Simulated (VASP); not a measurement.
Input of a VASP 6.6.1 run:

INCAR

```
ALGO = Normal
EDIFF = 1E-6
ENCUT = 520
GGA = PE
ISIF = 2
ISMEAR = 0
LASPH = True
LCHARG = False
LREAL = False
LWAVE = False
NBANDS = 32
NELM = 100
PREC = Accurate
SIGMA = 0.1
```

The input KPOINTS:

```
k-points
0
Gamma
  6 6 8
```

Contents of POSCAR:

```
Nd2AlAs3
1.0
    5.8921581640      0.0000000000      0.0000000000
   -2.9460790820      5.1027586531      0.0000000000
    0.0000000000      0.0000000000      5.0228468111
Nd Al As
2 1 3
Direct
    0.3333333333      0.6666666667      0.0000000000
    0.6666666667      0.3333333333      0.0000000000
    0.0000000000      0.0000000000      0.0000000000
    0.5000000000      0.0000000000      0.5000000000
    0.5000000000      0.5000000000      0.5000000000
    0.0000000000      0.5000000000      0.5000000000
```

Potentials or basis: VASP PAW PBE potentials, release 64 (Nd, Al, As).

Launch:

```sh
$ cat potpaw_PBE.64/Nd/POTCAR potpaw_PBE.64/Al/POTCAR potpaw_PBE.64/As/POTCAR > POTCAR
$ mpirun -np 1 vasp_std > vasp.out
```

Question: What does it give for the band gap on the k mesh?

Answer: Zero (band 23 reaches 4.87 eV, above the bottom of band 24 at 4.73 eV).

Question: What does it give for the pressure?

Answer: -4.1 GPa.

Stress tensor (GPa, compression positive):
```
-3.09  0.00  0.00
 0.00 -3.09  0.00
 0.00  0.00 -6.13
```

Caveat: spin-orbit coupling is left out, which moves the levels of the heavy elements; without U or exact exchange the open f shell lies at the Fermi level, which spoils levels, moments and volumes. Spin polarisation is off, so any magnetic state and its effect on volume and gap are missing.
